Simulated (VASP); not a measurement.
Runs of VASP 6.6.1 on Sn. The structure is that of space group Im-3m (No. 229), or close to it. The cells are those of the table. 

| cell | gap on the mesh (eV) | pressure (GPa) |
| --- | --- | --- |
| a = 3.282 Å, angles 109.5°, 1 atom | none | (a) |
| a = 3.252 Å, angles 109.5°, 1 atom | none | 0.8 |
| a = 3.222 Å, angles 109.5°, 1 atom | none | 2.4 |
| a = 3.367 Å, angles 109.5°, 1 atom | none | (b) |
| a = 3.192 Å, angles 109.5°, 1 atom | none | 4.3 |

Alike in all rows: task single point; level r2SCAN; potentials or basis VASP PAW PBE potentials, release 64 (Sn_d); no spin polarisation; k mesh 12 × 12 × 12; cutoff (eV) 520; smearing fermi-dirac 0.1 eV.

Fill in the values left out.

(a) -0.6; (b) -3.7.

Caveats: the PAW data sets were made with another functional, which shifts forces and pressure a little; spin-orbit coupling is left out, which moves the levels of the heavy elements.

A k mesh can miss the band edges, and the runs leave out spin-orbit coupling on Sn.

A gap of «none» marks levels without a gap at the run's occupations.
